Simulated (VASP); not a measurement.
# Si2BN (P4/mmm) in VASP: further runs

Si2BN is run at these levels: PBE; tasks: single point, relaxation of cell and atoms.

All numbers are computed with VASP 6.6.1; they aren't measurements. Logs are shortened: lines on timing, memory, paths and dates and some standing lists are left out, and cuts for length are marked.

### Step 1. The cell of the first run

It takes space group P4/mmm (No. 123, tetragonal). The conventional cell has a = 3.045 Å, b = 3.045 Å, c = 4.025 Å, α = 90.00°, β = 90.00°, γ = 90.00°. Si (site symmetry 4/mmm) has 2 N at 2.01 Å and 4 B at 2.15 Å within 2.7 Å. Within 2.7 Å of Si (site symmetry 4/mmm) lie 2 B at 2.01 Å and 4 N at 2.15 Å. B (site symmetry 4/mmm) has 6 Si at 2.01 to 2.15 Å within 2.7 Å. Within 2.7 Å of N (site symmetry 4/mmm) lie 6 Si at 2.01 to 2.15 Å.

### Step 2. Single point, PBE

File INCAR:

```
SYSTEM = Si2BN
PREC     = Accurate       ! precision mode
ENCUT    = 520            ! plane-wave cutoff, eV
EDIFF    = 1E-7           ! SCF threshold, eV
ISMEAR   = 0              ! smearing method
SIGMA    = 0.1            ! smearing width, eV
LREAL    = .False.        ! projectors in reciprocal space
LASPH    = .True.         ! aspherical terms in the spheres
NELM     = 100            ! most SCF steps
ALGO     = Normal         ! electronic algorithm
ISIF     = 2              ! what is computed and relaxed
LWAVE    = .False.        ! write WAVECAR
LCHARG   = .True.         ! write CHGCAR
GGA      = PE             ! functional
LELF     = .True.         ! ELF
LVHAR    = .True.       
NBANDS   = 16             ! bands
```

File KPOINTS:

```
Automatic mesh
0
Gamma
  4 4 6
  0 0 0
```

File POSCAR:

```
Si2BN
1.0
    3.0450349438      0.0000000000      0.0000000000
    0.0000000000      3.0450349438      0.0000000000
    0.0000000000      0.0000000000      4.0248335801
Si B N
2 1 1
Direct
    0.5000000000      0.5000000000      0.5000000000
    0.0000000000      0.0000000000      0.0000000000
    0.0000000000      0.0000000000      0.5000000000
    0.5000000000      0.5000000000      0.0000000000
```

Potentials or basis: VASP PAW PBE potentials, release 64 (Si, B, N).

Started as:

```
> cat potpaw_PBE.64/Si/POTCAR potpaw_PBE.64/B/POTCAR potpaw_PBE.64/N/POTCAR > POTCAR
> mpirun -np 1 vasp_std > vasp.out
```

OUTCAR:

```text
SYSTEM = Si2BN
   PREC = Accurate
   ENCUT = 520
   EDIFF = 1E-7
   ISMEAR = 0
   LREAL = .False.
   LASPH = .True.
   NELM = 100
   ISIF = 2
   GGA = PE

 ion  position               nearest neighbor table
   1  0.500  0.500  0.500-   4 2.01   4 2.01   3 2.15   3 2.15   3 2.15   3 2.15   2 2.95   2 2.95
                             2 2.95   2 2.95   2 2.95   2 2.95   2 2.95   2 2.95
   2  0.000  0.000  0.000-   3 2.01   3 2.01   4 2.15   4 2.15   4 2.15   4 2.15   1 2.95   1 2.95
                             1 2.95   1 2.95   1 2.95   1 2.95   1 2.95   1 2.95
   3  0.000  0.000  0.500-   2 2.01   2 2.01   1 2.15   1 2.15   1 2.15   1 2.15
   4  0.500  0.500  0.000-   1 2.01   1 2.01   2 2.15   2 2.15   2 2.15   2 2.15

  LATTYP: Found a simple tetragonal cell.
 ALAT       =     3.0450349438
 C/A-ratio  =     1.3217692586

  Lattice vectors:

 A1 = (   3.0450349438,   0.0000000000,   0.0000000000)
 A2 = (   0.0000000000,   3.0450349438,   0.0000000000)
 A3 = (   0.0000000000,   0.0000000000,   4.0248335801)

Analysis of symmetry for initial positions (statically):
=====================================================================
 Subroutine PRICEL returns:
 Original cell was already a primitive cell.

 Routine SETGRP: Setting up the symmetry group for a
 simple tetragonal supercell.

 Subroutine GETGRP returns: Found 16 space group operations
 (whereof 16 operations were pure point group operations)
 out of a pool of 16 trial point group operations.

The static configuration has the point symmetry D_4h.

Analysis of symmetry for dynamics (positions and initial velocities):
=====================================================================
 Subroutine PRICEL returns:
 Original cell was already a primitive cell.

 Routine SETGRP: Setting up the symmetry group for a
 simple tetragonal supercell.

 Subroutine GETGRP returns: Found 16 space group operations
 (whereof 16 operations were pure point group operations)
 out of a pool of 16 trial point group operations.

The dynamic configuration has the point symmetry D_4h.

 Subroutine INISYM returns: Found 16 space group operations
 (whereof 16 operations are pure point group operations),
 and found     1 'primitive' translations

----------------------------------------------------------------------------------------

                                     Primitive cell

  volume of cell :      37.3192

  direct lattice vectors                    reciprocal lattice vectors
     3.045034944  0.000000000  0.000000000     0.328403456  0.000000000  0.000000000
     0.000000000  3.045034944  0.000000000     0.000000000  0.328403456  0.000000000
     0.000000000  0.000000000  4.024833580     0.000000000  0.000000000  0.248457478

  length of vectors
     3.045034944  3.045034944  4.024833580     0.328403456  0.328403456  0.248457478

  position of ions in fractional coordinates (direct lattice)
     0.500000000  0.500000000  0.500000000
     0.000000000  0.000000000  0.000000000
     0.000000000  0.000000000  0.500000000
     0.500000000  0.500000000  0.000000000

  ion indices of the primitive-cell ions
   primitive index   ion index
                 1           1
                 2           2
                 3           3
                 4           4

----------------------------------------------------------------------------------------

 KPOINTS: Automatic mesh

Automatic generation of k-mesh.
 Grid dimensions read from file:
 generate k-points for:    4    4    6

 Generating k-lattice:

  Cartesian coordinates                     Fractional coordinates (reciprocal lattice)
     0.082100864  0.000000000  0.000000000     0.250000000  0.000000000  0.000000000
     0.000000000  0.082100864  0.000000000     0.000000000  0.250000000  0.000000000
     0.000000000  0.000000000  0.041409580     0.000000000  0.000000000  0.166666667

  Length of vectors
     0.082100864  0.082100864  0.041409580

  Shift w.r.t. Gamma in fractional coordinates (k-lattice)
     0.000000000  0.000000000  0.000000000

 Subroutine IBZKPT returns following result:
 ===========================================

 Found     24 irreducible k-points:

 Following reciprocal coordinates:
            Coordinates               Weight
  0.000000  0.000000  0.000000      1.000000
  0.250000  0.000000  0.000000      4.000000
  0.500000  0.000000  0.000000      2.000000
  0.250000  0.250000  0.000000      4.000000
  0.500000  0.250000  0.000000      4.000000
  0.500000  0.500000  0.000000      1.000000
[... 16 lines left out ...]
  0.500000  0.250000  0.500000      4.000000
  0.500000  0.500000  0.500000      1.000000
   k-points           NKPTS =     24   k-points in BZ     NKDIM =     24   number of bands    NBANDS=     16
   number of dos      NEDOS =    301   number of ions     NIONS =      4
   total plane-waves  NPLWV =  17280
   dimension x,y,z NGX =    24 NGY =   24 NGZ =   30
   dimension x,y,z NGXF=    48 NGYF=   48 NGZF=   60
   ions per type =               2   1   1
   NGX,Y,Z   is equivalent  to a cutoff of  13.10, 13.10, 12.39 a.u.
   NGXF,Y,Z  is equivalent  to a cutoff of  26.21, 26.21, 24.78 a.u.
 SYSTEM =  Si2BN
   PREC   = accura    normal or accurate (medium, high low for compatibility)
   ISTART =      0    job   : 0-new  1-cont  2-samecut
   ICHARG =      2    charge: 1-file 2-atom 10-const
   ISPIN  =      1    spin polarized calculation?
   LNONCOLLINEAR =      F non collinear calculations
   LSORBIT =      F    spin-orbit coupling
   LASPH  =      T    aspherical Exc in radial PAW
   ENCUT  =  520.0 eV  38.22 Ry    6.18 a.u.   5.66  5.66  7.48*2*pi/ulx,y,z
   NELM   =    100;   NELMIN=  2; NELMDL= -5     # of ELM steps
   EDIFF  = 0.1E-06   stopping-criterion for ELM
   LREAL  =      F    real-space projection
   EDIFFG = 0.1E-05   stopping-criterion for IOM
   NSW    =      0    number of steps for IOM
   IBRION =     -1    ionic relax: 0-MD 1-quasi-New 2-CG
   NFREE  =      0    steps in history (QN), initial steepest desc. (CG)
   ISIF   =      2    stress and relaxation
   ISYM   =      2    0-nonsym 1-usesym 2-fastsym
   POTIM  = 0.5000    time-step for ionic-motion
   TEBEG  =    0.0;   TEEND  =   0.0 temperature during run
   PSTRESS=    0.0 pullay stress
   NELECT =      16.0000    total number of electrons
   NUPDOWN=      -1.0000    fix difference up-down
   EMIN   =  10.00;   EMAX   =-10.00  energy-range for DOS
   EFERMI =   0.00;   METHOD = LEGACY
   ISMEAR =     0;   SIGMA  =   0.10  broadening in eV -4-tet -1-fermi 0-gaus
   EFERMI_NEDOS =   21; number of points for ismear=-14 and -15
   IALGO  =     38    algorithm
   IMIX   =      4    mixing-type and parameters
     AMIX     =   0.40;   BMIX     =  1.00
     AMIX_MAG =   1.60;   BMIX_MAG =  1.00
  volume/ion in A,a.u.               =       9.33        62.96
  Fermi-wavevector in a.u.,A,eV,Ry     =   1.234442  2.332757 20.733195  1.523847
  Thomas-Fermi vector in A             =   2.369132
   LORBIT       =      0    0 simple, 1 ext, 2 COOP (PROOUT), +10 PAW based schemes
   GGA     = PE    functional components
   LHFCALC =     F    Hartree Fock is set to
   AEXX    =    0.0000 exact exchange contribution
   IVDW    =     0    specifies the selected vdW correction
   LEPSILON=     F    determine dielectric tensor
   LRPA    =     F    only Hartree local field effects (RPA)
 non-spin polarized calculation
 Gauss-broadening in eV      SIGMA  =   0.10
  energy-cutoff  :      520.00
  volume of cell :       37.32
 maximum number of plane-waves:      1026
 NGX is ok and might be reduce to    24

 number of electron      16.0000002 magnetization

 Free energy of the ion-electron system (eV)
  ---------------------------------------------------
  ext. energy  EPLUGINS =         0.00000000
  ---------------------------------------------------
  free energy    TOTEN  =       -24.77970924 eV

  energy without entropy =      -24.77301372  energy(sigma->0) =      -24.77636148

 E-fermi :  10.9344     XC(G=0): -12.1015

 val. band max:       10.7977571709   @ k =   0.5000   0.0000   0.0000
 cond. band min:      10.9552674033   @ k =   0.5000   0.0000   0.1667
 fundamental gap:      0.1575102324
 Fermi energy:        10.9344311081

 k-point     1 :       0.0000    0.0000    0.0000
  band No.  band energies     occupation
      1      -7.7441      2.00000
      2       0.0347      2.00000
      3       1.7395      2.00000
      4       5.7196      2.00000
      5       5.7196      2.00000
      6       7.5425      2.00000
[... 8 lines left out ...]
     15      20.2823      0.00000
     16      20.2823      0.00000

 k-point     2 :       0.2500    0.0000    0.0000
  band No.  band energies     occupation
      1      -7.0612      2.00000
      2      -0.2084      2.00000
      3       2.4945      2.00000
      4       2.8959      2.00000
      5       6.3190      2.00000
      6       8.1232      2.00000
[... 8 lines left out ...]
     15      20.1378      0.00000
     16      20.2903      0.00000

 k-point     3 :       0.5000    0.0000    0.0000
  band No.  band energies     occupation
      1      -5.9956      2.00000
      2      -1.8090      2.00000
      3       3.2665      2.00000
      4       3.9542      2.00000
      5       5.5325      2.00000
      6       5.9901      2.00000
[... 8 lines left out ...]
     15      19.8845      0.00000
     16      21.7683      0.00000

 k-point     4 :       0.2500    0.2500    0.0000
  band No.  band energies     occupation
      1      -6.4286      2.00000
      2      -0.0450      2.00000
      3       3.0722      2.00000
      4       3.1873      2.00000
      5       4.0310      2.00000
      6       7.6636      2.00000
[... 8 lines left out ...]
     15      21.0627      0.00000
     16      21.0702      0.00000
[... 324 lines left out ...]
 k-point    22 :       0.2500    0.2500    0.5000
  band No.  band energies     occupation
      1      -5.8544      2.00000
      2      -1.5010      2.00000
      3       1.9261      2.00000
      4       4.2255      2.00000
      5       4.6115      2.00000
      6       5.9973      2.00000
[... 8 lines left out ...]
     15      21.8742      0.00000
     16      22.3553      0.00000

 k-point    23 :       0.5000    0.2500    0.5000
  band No.  band energies     occupation
      1      -5.0958      2.00000
      2       0.6213      2.00000
      3       0.7117      2.00000
      4       1.5132      2.00000
      5       4.6826      2.00000
      6       7.1324      2.00000
[... 8 lines left out ...]
     15      22.0488      0.00000
     16      23.6353      0.00000

 k-point    24 :       0.5000    0.5000    0.5000
  band No.  band energies     occupation
      1      -4.5510      2.00000
      2       2.5698      2.00000
      3       2.8170      2.00000
      4       2.8170      2.00000
      5       3.6615      2.00000
      6       3.7631      2.00000
[... 8 lines left out ...]
     15      22.3408      0.00000
     16      22.3408      0.00000

------------------------ aborting loop because EDIFF is reached ----------------------------------------

  FORCE on cell =-STRESS in cart. coord.  units (eV):
  Direction    XX          YY          ZZ          XY          YZ          ZX
  --------------------------------------------------------------------------------------
  -------------------------------------------------------------------------------------
  Total        0.0002572      0.0002572      0.0149813      0.0000000      0.0000000      0.0000000
  in kB        0.0110423      0.0110423      0.6431712      0.0000000      0.0000000      0.0000000
  external PRESSURE =       0.2217519 kB  Pullay stress =       0.0000000 kB

 VOLUME and BASIS-vectors are now :
 -----------------------------------------------------------------------------
  energy-cutoff  :      520.00
  volume of cell :       37.32
      direct lattice vectors                 reciprocal lattice vectors
     3.045034944  0.000000000  0.000000000     0.328403456  0.000000000  0.000000000
     0.000000000  3.045034944  0.000000000     0.000000000  0.328403456  0.000000000
     0.000000000  0.000000000  4.024833580     0.000000000  0.000000000  0.248457478

 POSITION                                       TOTAL-FORCE (eV/Angst)
 -----------------------------------------------------------------------------------
      1.52252      1.52252      2.01242         0.000000      0.000000      0.000000
      0.00000      0.00000      0.00000         0.000000      0.000000      0.000000
      0.00000      0.00000      2.01242         0.000000      0.000000      0.000000
      1.52252      1.52252      0.00000         0.000000      0.000000      0.000000
 -----------------------------------------------------------------------------------
    total drift:                                0.000000     -0.000000     -0.000000

  FREE ENERGIE OF THE ION-ELECTRON SYSTEM (eV)
  ---------------------------------------------------
  free  energy   TOTEN  =       -24.7797092396 eV

  energy  without entropy=      -24.7730137159  energy(sigma->0) =      -24.77636148
```

Run time: 9.7 s. Hardware: 1 thread of Intel Xeon 6975P-C, shared host; peak memory 0.15 GiB.

Results:

- Free energy: -24.7797 eV
- Pressure: 0.0 GPa
- Band gap on the k mesh: zero (band 8 reaches 11.62 eV, above the bottom of band 9 at 7.96 eV)

Caveat: the k points lie up to 0.52 Å⁻¹ apart.

### Step 3. Single point, PBE

This run uses another cell than the first one, of the same volume but with other edges.

File INCAR:

```
SYSTEM = Si2BN
PREC = Accurate
ENCUT = 520
EDIFF = 1E-7
ISMEAR = 0
SIGMA = 0.1
LREAL = .False.
LASPH = .True.
NELM = 60
ALGO = Normal
ISIF = 2
LWAVE = .False.
LCHARG = .False.
GGA = PE
NBANDS = 16
```

File KPOINTS:

```
Automatic mesh
0
Gamma
  6 6 4
  0 0 0
```

File POSCAR:

```
Si2BN
1.0
    2.9943192672      0.0000000000      0.0000000000
    0.0000000000      2.9943192672      0.0000000000
    0.0000000000      0.0000000000      4.1551471840
Si B N
2 1 1
Direct
    0.5000000000      0.5000000000      0.5000000000
    0.0000000000      0.0000000000      0.0000000000
    0.0000000000      0.0000000000      0.5000000000
    0.5000000000      0.5000000000      0.0000000000
```

Potentials or basis: VASP PAW PBE potentials, release 64 (Si, B, N).

Started as:

```
> cat potpaw_PBE.64/Si/POTCAR potpaw_PBE.64/B/POTCAR potpaw_PBE.64/N/POTCAR > POTCAR
> mpirun -np 1 vasp_std > vasp.out
```

It took 11 s on 1 thread of Intel Xeon 6975P-C, shared host; peak memory 0.15 GiB.

The run converged. Its results:

```
Free energy            : -24.8988 eV
Pressure               : -0.1 GPa
Band gap on the k mesh : zero (band 8 reaches 11.89 eV, above the bottom of band 9 at 7.93 eV)
```

Stress tensor (GPa, compression positive):
```
-0.20  0.00  0.00
 0.00 -0.20  0.00
 0.00  0.00  0.19
```

Levels at points of the mesh, in eV from the Fermi level:
```tsv
k point	band 4	band 5	band 6	band 7	band 8	band 9	band 10	band 11	band 12	band 13
(0.00, 0.00, 0.00)	-5.10	-5.10	-3.14	-0.92	0.04	0.04	2.43	6.32	8.38	8.38
(0.50, 0.00, 0.00)	-6.83	-6.01	-5.01	-3.68	0.21	2.28	2.39	5.43	6.43	6.91
(0.50, 0.50, 0.00)	-8.77	-5.71	-4.08	-4.08	-3.24	-3.06	0.09	2.60	2.60	9.53
(0.00, 0.00, 0.50)	-4.58	-4.58	-3.50	-1.38	-1.38	1.85	1.92	4.41	4.49	8.71
(0.50, 0.00, 0.50)	-10.24	-3.54	-2.17	-0.99	0.90	1.51	4.10	4.30	4.38	4.71
(0.50, 0.50, 0.50)	-7.90	-7.08	-7.00	-6.69	-6.69	1.68	5.71	5.71	7.03	7.03
```

Caveat: the k points lie up to 0.38 Å⁻¹ apart.

### Step 4. Single point, PBE

This run uses another cell than the first one, of 14.27 Å³/atom, 1.529 times its volume.

File INCAR:

```
SYSTEM = Si2BN
  PREC = Accurate
  ENCUT = 520
  EDIFF = 1E-6
  ISMEAR = 0
  SIGMA = 0.1
  LREAL = .False.
  LASPH = .True.
  NELM = 60
  ALGO = Normal
  ISIF = 2
  LWAVE = .False.
  LCHARG = .True.
  GGA = PE
  LELF = .True.
  LVHAR = .True.
  NBANDS = 16
```

File KPOINTS:

```
Automatic mesh
0
Gamma
  4 4 6
  0 0 0
```

File POSCAR:

```
Si2BN
1.0
    4.0590800000      0.0000000000      0.0000000000
    0.0000000000      4.0590800000      0.0000000000
    0.0000000000      0.0000000000      3.4637500800
Si B N
2 1 1
Direct
    0.5000000000      0.5000000000      0.5000000000
    0.0000000000      0.0000000000      0.0000000000
    0.0000000000      0.0000000000      0.5000000000
    0.5000000000      0.5000000000      0.0000000000
```

Started as:

```
> cat potpaw_PBE.64/Si/POTCAR potpaw_PBE.64/B/POTCAR potpaw_PBE.64/N/POTCAR > POTCAR
> mpirun -np 1 vasp_std > vasp.out
```

Wall time 24 s (1 thread of Intel Xeon 6975P-C, shared host); peak memory 0.17 GiB.

It converged, with:

* Free energy: -21.5802 eV
* Pressure: -0.7 GPa
* Band gap on the k mesh: zero (band 8 reaches 5.64 eV, above the bottom of band 9 at 5.29 eV)

Stress tensor (GPa, compression positive):
```
-10.85   0.00   0.00
  0.00 -10.85   0.00
  0.00   0.00  19.45
```

Levels at points of the mesh, in eV from the Fermi level:
```csv
k point,band 4,band 5,band 6,band 7,band 8,band 9,band 10,band 11,band 12,band 13
"(0.00, 0.00, 0.00)",-4.80,-4.80,-3.43,-1.82,0.02,0.02,2.72,3.14,5.51,5.51
"(0.50, 0.00, 0.00)",-4.29,-3.82,-3.62,-3.32,-1.99,0.45,2.23,5.01,5.17,7.63
"(0.50, 0.50, 0.00)",-6.40,-6.40,-3.50,-1.50,0.24,0.24,3.64,4.88,4.88,7.20
"(0.00, 0.00, 0.50)",-6.63,-3.14,-3.14,-1.14,-1.14,2.72,2.94,2.94,4.67,4.67
"(0.50, 0.00, 0.50)",-7.88,-2.70,-2.37,-1.06,0.12,0.28,1.28,1.39,1.54,5.26
"(0.50, 0.50, 0.50)",-7.33,-4.22,-4.22,-3.03,-3.03,2.75,2.75,2.87,5.73,5.73
```

Caveat: the k points lie up to 0.39 Å⁻¹ apart.

[end of part 1 of 2]
